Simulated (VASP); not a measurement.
# KI (Fm-3m) in VASP: notebook

The runs below take KI through electric field gradients, with PBE.

Everything below comes from runs of VASP 6.6.1. Logs are shortened: lines on timing, memory, paths and dates and some standing lists are left out, and cuts for length are marked.

## Step 1: The cell of the first run

It takes space group Fm-3m (No. 225, cubic). Conventional cell: a = 6.906 Å, b = 6.906 Å, c = 6.906 Å, α = 90.00°, β = 90.00°, γ = 90.00°. Within 4.5 Å of K (site symmetry m-3m) lie 6 I at 3.45 Å. Within 4.5 Å of I (site symmetry m-3m) lie 6 K at 3.45 Å.

## Step 2: Electric field gradients, PBE (41.18 Å³/atom)

INCAR reads:

```
SYSTEM = KI
  ALGO = Normal
  EDIFF = 1E-8
  ENCUT = 400
  GGA = PE
  GGA_COMPAT = .FALSE.
  ISIF = 2
  ISMEAR = -1
  LASPH = .TRUE.
  LCHARG = .FALSE.
  LEFG = .TRUE.
  LREAL = .FALSE.
  LWAVE = .FALSE.
  NBANDS = 15
  NELM = 120
  PREC = Accurate
  SIGMA = 0.02
```

KPOINTS reads:

```
k-points
0
G
  6 6 6
  0 0 0
```

POSCAR reads:

```
KI
1.0
    0.0000000000      3.4532122741      3.4532122741
    3.4532122741      0.0000000000      3.4532122741
    3.4532122741      3.4532122741      0.0000000000
K I
1 1
Direct
    0.0000000000      0.0000000000      0.0000000000
    0.5000000000      0.5000000000      0.5000000000
```

Potentials or basis: VASP PAW PBE potentials, release 64 (K_sv, I).

The run is started by

```sh
$ cat potpaw_PBE.64/K_sv/POTCAR potpaw_PBE.64/I/POTCAR > POTCAR
$ mpirun -np 1 vasp_std > vasp.out
```

OUTCAR:

```text
SYSTEM = KI
   EDIFF = 1E-8
   ENCUT = 400
   GGA = PE
   ISIF = 2
   ISMEAR = -1
   LASPH = .TRUE.
   LREAL = .FALSE.
   NELM = 120
   PREC = Accurate

 ion  position               nearest neighbor table
   1  0.000  0.000  0.000-   2 3.45   2 3.45   2 3.45   2 3.45   2 3.45   2 3.45
   2  0.500  0.500  0.500-   1 3.45   1 3.45   1 3.45   1 3.45   1 3.45   1 3.45

  LATTYP: Found a face centered cubic cell.
 ALAT       =     6.9064245482

  Lattice vectors:

 A1 = (   0.0000000000,   3.4532122741,   3.4532122741)
 A2 = (   3.4532122741,   0.0000000000,   3.4532122741)
 A3 = (   3.4532122741,   3.4532122741,   0.0000000000)

Analysis of symmetry for initial positions (statically):
=====================================================================
 Subroutine PRICEL returns:
 Original cell was already a primitive cell.

 Routine SETGRP: Setting up the symmetry group for a
 face centered cubic supercell.

 Subroutine GETGRP returns: Found 48 space group operations
 (whereof 48 operations were pure point group operations)
 out of a pool of 48 trial point group operations.

The static configuration has the point symmetry O_h .

Analysis of symmetry for dynamics (positions and initial velocities):
=====================================================================
 Subroutine PRICEL returns:
 Original cell was already a primitive cell.

 Routine SETGRP: Setting up the symmetry group for a
 face centered cubic supercell.

 Subroutine GETGRP returns: Found 48 space group operations
 (whereof 48 operations were pure point group operations)
 out of a pool of 48 trial point group operations.

The dynamic configuration has the point symmetry O_h .

 Subroutine INISYM returns: Found 48 space group operations
 (whereof 48 operations are pure point group operations),
 and found     1 'primitive' translations

----------------------------------------------------------------------------------------

                                     Primitive cell

  volume of cell :      82.3569

  direct lattice vectors                    reciprocal lattice vectors
     0.000000000  3.453212274  3.453212274    -0.144792721  0.144792721  0.144792721
     3.453212274  0.000000000  3.453212274     0.144792721 -0.144792721  0.144792721
     3.453212274  3.453212274  0.000000000     0.144792721  0.144792721 -0.144792721

  length of vectors
     4.883579632  4.883579632  4.883579632     0.250788349  0.250788349  0.250788349

  position of ions in fractional coordinates (direct lattice)
     0.000000000  0.000000000  0.000000000
     0.500000000  0.500000000  0.500000000

  ion indices of the primitive-cell ions
   primitive index   ion index
                 1           1
                 2           2

----------------------------------------------------------------------------------------

 KPOINTS: k-points

Automatic generation of k-mesh.
 Grid dimensions read from file:
 generate k-points for:    6    6    6

 Generating k-lattice:

  Cartesian coordinates                     Fractional coordinates (reciprocal lattice)
    -0.024132120  0.024132120  0.024132120     0.166666667  0.000000000  0.000000000
     0.024132120 -0.024132120  0.024132120     0.000000000  0.166666667  0.000000000
     0.024132120  0.024132120 -0.024132120     0.000000000  0.000000000  0.166666667

  Length of vectors
     0.041798058  0.041798058  0.041798058

  Shift w.r.t. Gamma in fractional coordinates (k-lattice)
     0.000000000  0.000000000  0.000000000

 Subroutine IBZKPT returns following result:
 ===========================================

 Found     16 irreducible k-points:

 Following reciprocal coordinates:
            Coordinates               Weight
  0.000000  0.000000  0.000000      1.000000
  0.166667  0.000000  0.000000      8.000000
  0.333333  0.000000  0.000000      8.000000
  0.500000  0.000000  0.000000      4.000000
  0.166667  0.166667  0.000000      6.000000
  0.333333  0.166667  0.000000     24.000000
[... 8 lines left out ...]
 -0.333333  0.333333  0.166667     24.000000
 -0.333333  0.500000  0.166667     12.000000
   k-points           NKPTS =     16   k-points in BZ     NKDIM =     16   number of bands    NBANDS=     15
   number of dos      NEDOS =    301   number of ions     NIONS =      2
   total plane-waves  NPLWV =  32768
   dimension x,y,z NGX =    32 NGY =   32 NGZ =   32
   dimension x,y,z NGXF=    64 NGYF=   64 NGZF=   64
   ions per type =               1   1
   NGX,Y,Z   is equivalent  to a cutoff of  10.89, 10.89, 10.89 a.u.
   NGXF,Y,Z  is equivalent  to a cutoff of  21.79, 21.79, 21.79 a.u.
 SYSTEM =  KI
   PREC   = accura    normal or accurate (medium, high low for compatibility)
   ISTART =      0    job   : 0-new  1-cont  2-samecut
   ICHARG =      2    charge: 1-file 2-atom 10-const
   ISPIN  =      1    spin polarized calculation?
   LNONCOLLINEAR =      F non collinear calculations
   LSORBIT =      F    spin-orbit coupling
   LASPH  =      T    aspherical Exc in radial PAW
   ENCUT  =  400.0 eV  29.40 Ry    5.42 a.u.   7.96  7.96  7.96*2*pi/ulx,y,z
   NELM   =    120;   NELMIN=  2; NELMDL= -5     # of ELM steps
   EDIFF  = 0.1E-07   stopping-criterion for ELM
   LREAL  =      F    real-space projection
   EDIFFG = 0.1E-06   stopping-criterion for IOM
   NSW    =      0    number of steps for IOM
   IBRION =     -1    ionic relax: 0-MD 1-quasi-New 2-CG
   NFREE  =      0    steps in history (QN), initial steepest desc. (CG)
   ISIF   =      2    stress and relaxation
   ISYM   =      2    0-nonsym 1-usesym 2-fastsym
   POTIM  = 0.5000    time-step for ionic-motion
   TEBEG  =    0.0;   TEEND  =   0.0 temperature during run
   PSTRESS=    0.0 pullay stress
   NELECT =      16.0000    total number of electrons
   NUPDOWN=      -1.0000    fix difference up-down
   EMIN   =  10.00;   EMAX   =-10.00  energy-range for DOS
   EFERMI =   0.00;   METHOD = LEGACY
   ISMEAR =    -1;   SIGMA  =   0.02  broadening in eV -4-tet -1-fermi 0-gaus
   EFERMI_NEDOS =   21; number of points for ismear=-14 and -15
   IALGO  =     38    algorithm
   IMIX   =      4    mixing-type and parameters
     AMIX     =   0.40;   BMIX     =  1.00
     AMIX_MAG =   1.60;   BMIX_MAG =  1.00
  volume/ion in A,a.u.               =      41.18       277.89
  Fermi-wavevector in a.u.,A,eV,Ry     =   0.948160  1.791762 12.231734  0.899007
  Thomas-Fermi vector in A             =   2.076322
   LORBIT       =      0    0 simple, 1 ext, 2 COOP (PROOUT), +10 PAW based schemes
   GGA     = PE    functional components
   LHFCALC =     F    Hartree Fock is set to
   AEXX    =    0.0000 exact exchange contribution
   IVDW    =     0    specifies the selected vdW correction
   LEPSILON=     F    determine dielectric tensor
   LRPA    =     F    only Hartree local field effects (RPA)
 non-spin polarized calculation
  energy-cutoff  :      400.00
  volume of cell :       82.36
 maximum number of plane-waves:      1524
   NGX = 15   NGY = 15   NGZ = 15

 number of electron      15.9999996 magnetization

 Free energy of the ion-electron system (eV)
  ---------------------------------------------------
  ext. energy  EPLUGINS =         0.00000000
  ---------------------------------------------------
  free energy    TOTEN  =        -5.51514655 eV

  energy without entropy =       -5.51514655  energy(sigma->0) =       -5.51514655

 E-fermi :   0.3869     XC(G=0):  -7.4491

 val. band max:       -0.0430664506   @ k =   0.0000   0.0000   0.0000
 cond. band min:       4.0863549782   @ k =   0.0000   0.0000   0.0000
 fundamental gap:      4.1294214288
 Fermi energy:         0.3869391969

 k-point     1 :       0.0000    0.0000    0.0000
  band No.  band energies     occupation
      1     -28.4332      2.00000
      2     -11.9297      2.00000
      3     -11.9297      2.00000
      4     -11.9297      2.00000
      5     -10.6554      2.00000
      6      -0.0431      2.00000
      7      -0.0431      2.00000
      8      -0.0431      2.00000
      9       4.0864      0.00000
     10       6.4168      0.00000
     11       6.4168      0.00000
     12       6.4168      0.00000
     13       7.1814      0.00000
     14       7.1814      0.00000
[... 257 lines left out ...]
      2     -11.9938      2.00000
      3     -11.9820      2.00000
      4     -11.9636      2.00000
      5     -10.4137      2.00000
      6      -1.0122      2.00000
      7      -0.6714      2.00000
      8      -0.6617      2.00000
      9       5.5720      0.00000
     10       6.5304      0.00000
     11       7.4814      0.00000
     12       8.5177      0.00000
     13       8.6333      0.00000
     14       9.7602      0.00000
     15      10.3100      0.00000

------------------------ aborting loop because EDIFF is reached ----------------------------------------

  FORCE on cell =-STRESS in cart. coord.  units (eV):
  Direction    XX          YY          ZZ          XY          YZ          ZX
  --------------------------------------------------------------------------------------
  -------------------------------------------------------------------------------------
  Total        0.8682331      0.8682331      0.8682331      0.0000000      0.0000000      0.0000000
  in kB       16.8906790     16.8906790     16.8906790      0.0000000      0.0000000      0.0000000
  external PRESSURE =      16.8906790 kB  Pullay stress =       0.0000000 kB

 VOLUME and BASIS-vectors are now :
 -----------------------------------------------------------------------------
  energy-cutoff  :      400.00
  volume of cell :       82.36
      direct lattice vectors                 reciprocal lattice vectors
     0.000000000  3.453212274  3.453212274    -0.144792721  0.144792721  0.144792721
     3.453212274  0.000000000  3.453212274     0.144792721 -0.144792721  0.144792721
     3.453212274  3.453212274  0.000000000     0.144792721  0.144792721 -0.144792721

 POSITION                                       TOTAL-FORCE (eV/Angst)
 -----------------------------------------------------------------------------------
      0.00000      0.00000      0.00000         0.000000     -0.000000      0.000000
      3.45321      3.45321      3.45321        -0.000000      0.000000     -0.000000
 -----------------------------------------------------------------------------------
    total drift:                                0.000000     -0.000000     -0.000000

  FREE ENERGIE OF THE ION-ELECTRON SYSTEM (eV)
  ---------------------------------------------------
  free  energy   TOTEN  =        -5.5151465455 eV

  energy  without entropy=       -5.5151465455  energy(sigma->0) =       -5.51514655

 Electric field gradients (V/A^2)
---------------------------------------------------------------------
 ion       V_xx      V_yy      V_zz      V_xy      V_xz      V_yz
---------------------------------------------------------------------
   1      -0.000     0.000    -0.000     0.001     0.001     0.001
   2       0.000    -0.000     0.000     0.000     0.000     0.000
---------------------------------------------------------------------

 Electric field gradients after diagonalization (V/A^2)
 (convention: |V_zz| > |V_xx| > |V_yy|)
----------------------------------------------------------------------
 ion       V_xx      V_yy      V_zz     asymmetry (V_yy - V_xx)/ V_zz
----------------------------------------------------------------------
   1      -0.001    -0.001     0.001       0.000
   2      -0.000    -0.000     0.001       0.000
----------------------------------------------------------------------

           NMR quadrupolar parameters

 Cq : quadrupolar parameter    Cq=e*Q*V_zz/h
 eta: asymmetry parameters     (V_yy - V_xx)/ V_zz
 Q  : nuclear electric quadrupole moment in mb (millibarn)
----------------------------------------------------------------------
 ion       Cq(MHz)       eta       Q (mb)
----------------------------------------------------------------------
   1       0.000       0.000       1.000
   2       0.000       0.000       1.000
----------------------------------------------------------------------
```

Wall time 21 s (1 thread of Intel Xeon Platinum 8488C (Sapphire Rapids), shared host); peak memory 0.17 GiB.

Results:

```yaml
Free_energy: -5.5151 eV
Pressure: 1.7 GPa
Band_gap_on_the_k_mesh: 4.13 eV
Largest_electric_field_gradient_by_atom: zero within the noise of the run
```

Levels at points of the mesh, in eV from the valence-band top:
```
           k point  band 4  band 5  band 6  band 7  band 8  band 9  band 10  band 11  band 12  band 13
(0.00, 0.00, 0.00)  -11.89  -10.61    0.00    0.00    0.00    4.13     6.46     6.46     6.46     7.22
(0.50, 0.00, 0.00)  -11.89  -10.23   -1.48   -0.40   -0.40    5.59     7.90     8.28     8.28     8.82
(0.50, 0.50, 0.00)  -11.91  -10.44   -1.11   -0.41   -0.41    4.81     5.93     8.16     8.94     9.16
```

Caveat: spin-orbit coupling is left out, which moves the levels of the heavy elements.

## Step 3: Electric field gradients, PBE (42.91 Å³/atom)

This run uses another cell than the first one, of 42.91 Å³/atom.

INCAR reads:

```
  PREC = Accurate
  ENCUT = 400
  EDIFF = 1E-8
  ISMEAR = -1
  SIGMA = 0.02
  LREAL = False
  LASPH = True
  NELM = 120
  ALGO = Normal
  ISIF = 2
  LWAVE = False
  LCHARG = False
  GGA = PE
  LEFG = True
  NBANDS = 15
  GGA_COMPAT = False
```

KPOINTS reads:

```
regular mesh
0
Gamma
  6 6 6
```

POSCAR reads:

```
KI
1.0
    0.0000000000      3.5008945893      3.5008945893
    3.5008945893      0.0000000000      3.5008945893
    3.5008945893      3.5008945893      0.0000000000
K I
1 1
Direct
    0.0000000000      0.0000000000      0.0000000000
    0.5000000000      0.5000000000      0.5000000000
```

Potentials or basis: VASP PAW PBE potentials, release 64 (K_sv, I).

The run is started by

```sh
$ cat potpaw_PBE.64/K_sv/POTCAR potpaw_PBE.64/I/POTCAR > POTCAR
$ mpirun -np 1 vasp_std > vasp.out
```

OUTCAR:

```text
PREC = Accurate
   ENCUT = 400
   EDIFF = 1E-8
   ISMEAR = -1
   LREAL = False
   LASPH = True
   NELM = 120
   ISIF = 2
   GGA = PE

 ion  position               nearest neighbor table
   1  0.000  0.000  0.000-   2 3.50   2 3.50   2 3.50   2 3.50   2 3.50   2 3.50
   2  0.500  0.500  0.500-   1 3.50   1 3.50   1 3.50   1 3.50   1 3.50   1 3.50

  LATTYP: Found a face centered cubic cell.
 ALAT       =     7.0017891786

  Lattice vectors:

 A1 = (   0.0000000000,   3.5008945893,   3.5008945893)
 A2 = (   3.5008945893,   0.0000000000,   3.5008945893)
 A3 = (   3.5008945893,   3.5008945893,   0.0000000000)

Analysis of symmetry for initial positions (statically):
[... 486 lines left out ...]
  free  energy   TOTEN  =        -5.5442215238 eV

  energy  without entropy=       -5.5442215238  energy(sigma->0) =       -5.54422152

 Electric field gradients (V/A^2)
---------------------------------------------------------------------
 ion       V_xx      V_yy      V_zz      V_xy      V_xz      V_yz
---------------------------------------------------------------------
   1      -0.000    -0.000     0.000     0.000     0.000     0.000
   2      -0.000    -0.000     0.000     0.000     0.000     0.000
---------------------------------------------------------------------

 Electric field gradients after diagonalization (V/A^2)
 (convention: |V_zz| > |V_xx| > |V_yy|)
----------------------------------------------------------------------
 ion       V_xx      V_yy      V_zz     asymmetry (V_yy - V_xx)/ V_zz
----------------------------------------------------------------------
   1      -0.000    -0.000     0.001       0.000
   2      -0.000    -0.000     0.001       0.000
----------------------------------------------------------------------

           NMR quadrupolar parameters

 Cq : quadrupolar parameter    Cq=e*Q*V_zz/h
 eta: asymmetry parameters     (V_yy - V_xx)/ V_zz
 Q  : nuclear electric quadrupole moment in mb (millibarn)
----------------------------------------------------------------------
 ion       Cq(MHz)       eta       Q (mb)
----------------------------------------------------------------------
   1       0.000       0.000       1.000
   2       0.000       0.000       1.000
----------------------------------------------------------------------
```

Wall time 20 s (1 thread of Intel Xeon Platinum 8488C (Sapphire Rapids), shared host); peak memory 0.17 GiB.

Results:

```
Free energy                             : -5.5442 eV
Pressure                                : 1.0 GPa
Band gap on the k mesh                  : 4.03 eV
Largest electric field gradient by atom : zero within the noise of the run
```

Caveat: spin-orbit coupling is left out, which moves the levels of the heavy elements.

(Part 1 of 2 ends here.)
